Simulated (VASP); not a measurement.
# Ga (Cmce) in VASP: further runs

Ga is run at these levels: PBE; tasks: single point, relaxation of cell and atoms.

All numbers are computed with VASP 6.6.1; they aren't measurements. Logs are shortened: lines on timing, memory, paths and dates and some standing lists are left out, and cuts for length are marked.

**1. The cell of the first run**

Symmetry: Cmce, No. 64, orthorhombic system. The conventional cell has a = 4.541 Å, b = 7.753 Å, c = 4.614 Å, α = 90.00°, β = 90.00°, γ = 90.00°. Within 3.3 Å of Ga (site symmetry m) lie 7 Ga at 2.53 to 2.81 Å.

**2. Single point, PBE**

The input, INCAR:

```
PREC = Accurate ; ENCUT = 520
EDIFF = 1E-6 ; ISMEAR = -1
SIGMA = 0.1 ; LREAL = F
LASPH = T ; NELM = 100
ALGO = Normal ; ISIF = 2
LWAVE = F ; LCHARG = F
GGA = PE ; NBANDS = 34
```

The input, KPOINTS:

```
regular mesh
0
Gamma
  6 6 6
```

The input, POSCAR:

```
Ga
1.0
   -2.2706399338      0.0000000000      3.8765155947
    0.0000000000     -4.6136324318      0.0000000000
    2.2706399338      0.0000000000      3.8765155947
Ga
4
Direct
    0.1556823692      0.9162525606      0.1556823692
    0.6556823692      0.5837474394      0.6556823692
    0.8443176308      0.0837474394      0.8443176308
    0.3443176308      0.4162525606      0.3443176308
```

Potentials or basis: VASP PAW PBE potentials, release 64 (Ga_d).

On the command line:

```sh
> cat potpaw_PBE.64/Ga_d/POTCAR > POTCAR
> mpirun -np 1 vasp_std > vasp.out
```

OUTCAR:

```text
PREC = Accurate
   ENCUT = 520
   EDIFF = 1E-6
   ISMEAR = -1
   LREAL = F
   LASPH = T
   NELM = 100
   ISIF = 2
   GGA = PE

 ion  position               nearest neighbor table
   1  0.156  0.916  0.156-   3 2.53   4 2.73   4 2.73   2 2.74   2 2.74   3 2.81   3 2.81
   2  0.656  0.584  0.656-   4 2.53   3 2.73   3 2.73   1 2.74   1 2.74   4 2.81   4 2.81
   3  0.844  0.084  0.844-   1 2.53   2 2.73   2 2.73   4 2.74   4 2.74   1 2.81   1 2.81
   4  0.344  0.416  0.344-   2 2.53   1 2.73   1 2.73   3 2.74   3 2.74   2 2.81   2 2.81

  LATTYP: Found a base centered orthorhombic cell.
 ALAT       =     4.5412798676
 B/A-ratio  =     1.7072348359
 C/A-ratio  =     1.0159321967

  Lattice vectors:

 A1 = (   2.2706399338,   0.0000000000,  -3.8765155947)
 A2 = (   2.2706399338,   0.0000000000,   3.8765155947)
 A3 = (   0.0000000000,  -4.6136324318,   0.0000000000)

Analysis of symmetry for initial positions (statically):
=====================================================================
 Subroutine PRICEL returns:
 Original cell was already a primitive cell.

 Routine SETGRP: Setting up the symmetry group for a
 base centered orthorhombic supercell.

 Subroutine GETGRP returns: Found  8 space group operations
 (whereof  4 operations were pure point group operations)
 out of a pool of  8 trial point group operations.

The static configuration has the point symmetry C_2h.
 The point group associated with its full space group is D_2h.

Analysis of symmetry for dynamics (positions and initial velocities):
=====================================================================
 Subroutine PRICEL returns:
 Original cell was already a primitive cell.

 Routine SETGRP: Setting up the symmetry group for a
 base centered orthorhombic supercell.

 Subroutine GETGRP returns: Found  8 space group operations
 (whereof  4 operations were pure point group operations)
 out of a pool of  8 trial point group operations.

The dynamic configuration has the point symmetry C_2h.
 The point group associated with its full space group is D_2h.

 Subroutine INISYM returns: Found  8 space group operations
 (whereof  4 operations are pure point group operations),
 and found     1 'primitive' translations

----------------------------------------------------------------------------------------

                                     Primitive cell

  volume of cell :      81.2200

  direct lattice vectors                    reciprocal lattice vectors
    -2.270639934  0.000000000  3.876515595    -0.220202240  0.000000000  0.128981811
     0.000000000 -4.613632432  0.000000000     0.000000000 -0.216748953  0.000000000
     2.270639934  0.000000000  3.876515595     0.220202240  0.000000000  0.128981811

  length of vectors
     4.492569294  4.613632432  4.492569294     0.255196658  0.216748953  0.255196658

  position of ions in fractional coordinates (direct lattice)
     0.155682369  0.916252561  0.155682369
     0.655682369  0.583747439  0.655682369
     0.844317631  0.083747439  0.844317631
     0.344317631  0.416252561  0.344317631

  ion indices of the primitive-cell ions
   primitive index   ion index
                 1           1
                 2           2
                 3           3
                 4           4

----------------------------------------------------------------------------------------

 KPOINTS: regular mesh

Automatic generation of k-mesh.
 Grid dimensions read from file:
 generate k-points for:    6    6    6

 Generating k-lattice:

  Cartesian coordinates                     Fractional coordinates (reciprocal lattice)
    -0.036700373  0.000000000  0.021496968     0.166666667  0.000000000  0.000000000
     0.000000000 -0.036124826  0.000000000     0.000000000  0.166666667  0.000000000
     0.036700373  0.000000000  0.021496968     0.000000000  0.000000000  0.166666667

  Length of vectors
     0.042532776  0.036124826  0.042532776

  Shift w.r.t. Gamma in fractional coordinates (k-lattice)
     0.000000000  0.000000000  0.000000000

 Subroutine IBZKPT returns following result:
 ===========================================

 Found     52 irreducible k-points:

 Following reciprocal coordinates:
            Coordinates               Weight
  0.000000  0.000000  0.000000      1.000000
  0.166667  0.000000 -0.000000      4.000000
  0.333333  0.000000 -0.000000      4.000000
  0.500000  0.000000 -0.000000      2.000000
  0.000000  0.166667  0.000000      2.000000
  0.166667  0.166667 -0.000000      8.000000
[... 16 lines left out ...]
  0.333333  0.166667  0.166667      8.000000
  0.500000  0.166667  0.166667      8.000000
 [... further k-points ...]
   k-points           NKPTS =     52   k-points in BZ     NKDIM =     52   number of bands    NBANDS=     34
   number of dos      NEDOS =    301   number of ions     NIONS =      4
   total plane-waves  NPLWV =  46656
   dimension x,y,z NGX =    36 NGY =   36 NGZ =   36
   dimension x,y,z NGXF=    72 NGYF=   72 NGZF=   72
   ions per type =               4
   NGX,Y,Z   is equivalent  to a cutoff of  13.32, 12.97, 13.32 a.u.
   NGXF,Y,Z  is equivalent  to a cutoff of  26.64, 25.94, 26.64 a.u.
 SYSTEM =  unknown system
   PREC   = accura    normal or accurate (medium, high low for compatibility)
   ISTART =      0    job   : 0-new  1-cont  2-samecut
   ICHARG =      2    charge: 1-file 2-atom 10-const
   ISPIN  =      1    spin polarized calculation?
   LNONCOLLINEAR =      F non collinear calculations
   LSORBIT =      F    spin-orbit coupling
   LASPH  =      T    aspherical Exc in radial PAW
   ENCUT  =  520.0 eV  38.22 Ry    6.18 a.u.   8.35  8.58  8.35*2*pi/ulx,y,z
   NELM   =    100;   NELMIN=  2; NELMDL= -5     # of ELM steps
   EDIFF  = 0.1E-05   stopping-criterion for ELM
   LREAL  =      F    real-space projection
   EDIFFG = 0.1E-04   stopping-criterion for IOM
   NSW    =      0    number of steps for IOM
   IBRION =     -1    ionic relax: 0-MD 1-quasi-New 2-CG
   NFREE  =      0    steps in history (QN), initial steepest desc. (CG)
   ISIF   =      2    stress and relaxation
   ISYM   =      2    0-nonsym 1-usesym 2-fastsym
   POTIM  = 0.5000    time-step for ionic-motion
   TEBEG  =    0.0;   TEEND  =   0.0 temperature during run
   PSTRESS=    0.0 pullay stress
   NELECT =      52.0000    total number of electrons
   NUPDOWN=      -1.0000    fix difference up-down
   EMIN   =  10.00;   EMAX   =-10.00  energy-range for DOS
   EFERMI =   0.00;   METHOD = LEGACY
   ISMEAR =    -1;   SIGMA  =   0.10  broadening in eV -4-tet -1-fermi 0-gaus
   EFERMI_NEDOS =   21; number of points for ismear=-14 and -15
   IALGO  =     38    algorithm
   IMIX   =      4    mixing-type and parameters
     AMIX     =   0.40;   BMIX     =  1.00
     AMIX_MAG =   1.60;   BMIX_MAG =  1.00
  volume/ion in A,a.u.               =      20.30       137.02
  Fermi-wavevector in a.u.,A,eV,Ry     =   1.410983  2.666371 27.087459  1.990872
  Thomas-Fermi vector in A             =   2.532881
   LORBIT       =      0    0 simple, 1 ext, 2 COOP (PROOUT), +10 PAW based schemes
   GGA     = PE    functional components
   LHFCALC =     F    Hartree Fock is set to
   AEXX    =    0.0000 exact exchange contribution
   IVDW    =     0    specifies the selected vdW correction
   LEPSILON=     F    determine dielectric tensor
   LRPA    =     F    only Hartree local field effects (RPA)
 non-spin polarized calculation
  energy-cutoff  :      520.00
  volume of cell :       81.22
 maximum number of plane-waves:      2214
 NGX is ok and might be reduce to    36
   NGX = 17   NGY = 17   NGZ = 17

 number of electron      52.0000004 magnetization

 Free energy of the ion-electron system (eV)
  ---------------------------------------------------
  ext. energy  EPLUGINS =         0.00000000
  ---------------------------------------------------
  free energy    TOTEN  =       -11.64159570 eV

  energy without entropy =      -11.61209421  energy(sigma->0) =      -11.62684496

 E-fermi :   4.7486     XC(G=0): -10.4704

 val. band max:        4.7463994203   @ k =  -0.1667   0.1667   0.1667
 cond. band min:       4.7760109959   @ k =   0.0000   0.5000   0.0000
 fundamental gap:      0.0296115756
 Fermi energy:         4.7486307128

 k-point     1 :       0.0000    0.0000    0.0000
  band No.  band energies     occupation
      1     -10.3777      2.00000
      2     -10.3668      2.00000
      3     -10.3360      2.00000
      4     -10.3249      2.00000
      5     -10.3139      2.00000
      6     -10.2849      2.00000
[... 26 lines left out ...]
     33      11.2619      0.00000
     34      11.9479      0.00000

 k-point     2 :       0.1667    0.0000   -0.0000
  band No.  band energies     occupation
      1     -10.3803      2.00000
      2     -10.3564      2.00000
      3     -10.3446      2.00000
      4     -10.3338      2.00000
      5     -10.2962      2.00000
      6     -10.2777      2.00000
[... 26 lines left out ...]
     33      11.0555      0.00000
     34      11.7501      0.00000

 k-point     3 :       0.3333    0.0000   -0.0000
  band No.  band energies     occupation
      1     -10.3777      2.00000
      2     -10.3543      2.00000
      3     -10.3531      2.00000
      4     -10.3259      2.00000
      5     -10.2934      2.00000
      6     -10.2908      2.00000
[... 26 lines left out ...]
     33      10.4084      0.00000
     34      11.8208      0.00000

 k-point     4 :       0.5000    0.0000   -0.0000
  band No.  band energies     occupation
      1     -10.3713      2.00000
      2     -10.3713      2.00000
      3     -10.3301      2.00000
      4     -10.3301      2.00000
      5     -10.3008      2.00000
      6     -10.3008      2.00000
[... 26 lines left out ...]
     33      11.9256      0.00000
     34      11.9256      0.00000

 k-point     5 :       0.0000    0.1667    0.0000
  band No.  band energies     occupation
      1     -10.3749      2.00000
      2     -10.3648      2.00000
      3     -10.3346      2.00000
      4     -10.3299      2.00000
      5     -10.3123      2.00000
      6     -10.2791      2.00000
[... 621 lines left out ...]
 k-point    22 :       0.1667    0.1667    0.1667
  band No.  band energies     occupation
      1     -10.3748      2.00000
      2     -10.3686      2.00000
      3     -10.3491      2.00000
      4     -10.3275      2.00000
      5     -10.3089      2.00000
      6     -10.2929      2.00000
[... 26 lines left out ...]
     33      11.2684      0.00000
     34      12.2798      0.00000

 k-point    23 :       0.3333    0.1667    0.1667
  band No.  band energies     occupation
      1     -10.3866      2.00000
      2     -10.3783      2.00000
      3     -10.3357      2.00000
      4     -10.3259      2.00000
      5     -10.3114      2.00000
      6     -10.2866      2.00000
[... 26 lines left out ...]
     33      11.0389      0.00000
     34      11.9139      0.00000

 k-point    24 :       0.5000    0.1667    0.1667
  band No.  band energies     occupation
      1     -10.3989      2.00000
      2     -10.3776      2.00000
      3     -10.3373      2.00000
      4     -10.3138      2.00000
      5     -10.3110      2.00000
      6     -10.2795      2.00000
[... 26 lines left out ...]
     33      12.4284      0.00000
     34      12.9484      0.00000

 [... further k-points ...]
[... 5 lines left out ...]
  --------------------------------------------------------------------------------------
  -------------------------------------------------------------------------------------
  Total        0.0530452      0.0484129      0.0645930      0.0000000     -0.0000000      0.0000000
  in kB        1.0463917      0.9550120      1.2741876      0.0000000     -0.0000000      0.0000000
  external PRESSURE =       1.0918638 kB  Pullay stress =       0.0000000 kB

 VOLUME and BASIS-vectors are now :
 -----------------------------------------------------------------------------
  energy-cutoff  :      520.00
  volume of cell :       81.22
      direct lattice vectors                 reciprocal lattice vectors
    -2.270639934  0.000000000  3.876515595    -0.220202240  0.000000000  0.128981811
     0.000000000 -4.613632432  0.000000000     0.000000000 -0.216748953  0.000000000
     2.270639934  0.000000000  3.876515595     0.220202240  0.000000000  0.128981811

 POSITION                                       TOTAL-FORCE (eV/Angst)
 -----------------------------------------------------------------------------------
      0.00000     -4.22725      1.20701         0.000000     -0.000831     -0.002125
      0.00000     -2.69320      5.08353         0.000000      0.000831     -0.002125
      0.00000     -0.38638      6.54602         0.000000      0.000831      0.002125
      0.00000     -1.92044      2.66951         0.000000     -0.000831      0.002125
 -----------------------------------------------------------------------------------
    total drift:                               -0.000000      0.000000      0.000000

  FREE ENERGIE OF THE ION-ELECTRON SYSTEM (eV)
  ---------------------------------------------------
  free  energy   TOTEN  =       -11.6415957044 eV

  energy  without entropy=      -11.6120942140  energy(sigma->0) =      -11.62684496
```

Wall time 82 s (1 thread of Intel Xeon Platinum 8488C (Sapphire Rapids), shared host); peak memory 0.25 GiB.

What came out:

```yaml
Free_energy: -11.6416 eV
Pressure: 0.1 GPa
Band_gap_on_the_k_mesh: zero (band 26 reaches 5.13 eV, above the bottom of band 27 at 3.90 eV)
```

Forces on the atoms (eV/Å):
```
Ga   0.000 -0.001 -0.002
Ga   0.000  0.001 -0.002
Ga   0.000  0.001  0.002
Ga   0.000 -0.001  0.002
```

**3. Relaxation of cell and atoms, PBE**

This run uses another cell than the first one, of 20.19 Å³/atom, 0.994 times its volume.

The input, INCAR:

```
PREC     = Accurate       # precision mode
ENCUT    = 600            # plane-wave cutoff, eV
EDIFF    = 1E-6           # SCF threshold, eV
ISMEAR   = -1             # smearing method
SIGMA    = 0.1            # smearing width, eV
LREAL    = False          # projectors in reciprocal space
LASPH    = True           # aspherical terms in the spheres
NELM     = 100            # most SCF steps
ALGO     = Normal         # electronic algorithm
ISIF     = 3              # what is computed and relaxed
LWAVE    = False          # write WAVECAR
LCHARG   = False          # write CHGCAR
GGA      = PE             # functional
IBRION   = 2              # ionic algorithm
NSW      = 80             # ionic steps
EDIFFG   = -0.03          # ionic threshold
```

KPOINTS is that of step 2.

The input, POSCAR:

```
Ga
1.0
   -2.2829760000      0.0000000000      3.8692220000
    0.0000000000     -4.5720260000      0.0000000000
    2.2829760000      0.0000000000      3.8692220000
Ga
4
Direct
    0.1525000000      0.9215000000      0.1525000000
    0.6525000000      0.5785000000      0.6525000000
    0.8475000000      0.0785000000      0.8475000000
    0.3475000000      0.4215000000      0.3475000000
```

Potentials or basis: VASP PAW PBE potentials, release 64 (Ga_d).

On the command line:

```sh
> cat potpaw_PBE.64/Ga_d/POTCAR > POTCAR
> mpirun -np 1 vasp_std > vasp.out
```

Wall time 5.1 min (1 thread of Intel Xeon Platinum 8488C (Sapphire Rapids), shared host); peak memory 0.29 GiB.

The run converged. Its results:

```yaml
Free_energy: -11.6400 eV
Relaxed_volume: 20.35 Å³/atom
Relaxed_cell: a = 4.505 Å, b = 4.604 Å, c = 4.505 Å, α = 90.00°, β = 60.56°, γ = 90.00°
Space_group_after_relaxing_to_0.05_Å: Cmce (No. 64)
Energy_gained_by_relaxing: 6.2 meV/atom
Ionic_steps: 5
Pressure_after_relaxing: 0.0 GPa
Largest_force_after_relaxing: 0.024 eV/Å
Band_gap_on_the_k_mesh: zero (band 26 reaches 5.10 eV, above the bottom of band 27 at 3.90 eV)
```

Forces in eV/Å, atoms in the order of the input:
```
Ga   0.000  0.024  0.004
Ga   0.000 -0.024  0.004
Ga   0.000 -0.024 -0.004
Ga   0.000  0.024 -0.004
```

Stress tensor (GPa, compression positive):
```
-0.07  0.00  0.00
 0.00  0.08  0.00
 0.00  0.00 -0.10
```

Step by step:
| step | energy change (eV) | largest force (eV/Å) | pressure (GPa) | volume (Å³) |
| --- | --- | --- | --- | --- |
| 1 | 0.0000 | 0.4169 | 0.42 | 80.77 |
| 2 | -0.0223 | 0.0410 | -0.03 | 81.39 |
| 3 | -0.0223 | 0.0388 | -0.01 | 81.39 |
| 4 | -0.0237 | 0.0315 | 0.03 | 81.39 |
| 5 | -0.0250 | 0.0243 | -0.03 | 81.38 |

Final structure:
```
Ga
1.0
    -2.27171    0.00000    3.89050
     0.00000   -4.60394    0.00000
     2.27171    0.00000    3.89050
Ga
4
Direct
  0.15568 0.91955 0.15568
  0.65568 0.58045 0.65568
  0.84432 0.08045 0.84432
  0.34432 0.41955 0.34432
```

Levels at points of the mesh, in eV from the Fermi level:
```csv
k point,band 24,band 25,band 26,band 27,band 28,band 29
"(0.00, 0.00, 0.00)",-1.77,-1.62,-0.77,0.76,0.94,1.13
"(0.50, 0.00, 0.00)",-3.48,-1.33,-1.33,0.63,0.63,3.90
"(0.00, 0.50, 0.00)",-0.31,0.03,0.03,0.04,0.04,1.93
"(0.50, 0.50, 0.00)",-6.12,-1.51,-1.51,0.44,0.44,6.95
"(0.50, 0.00, 0.50)",-3.09,-1.92,-1.55,1.06,1.15,3.19
"(0.50, 0.50, 0.50)",-5.29,-1.17,-1.17,-0.85,-0.85,6.26
```
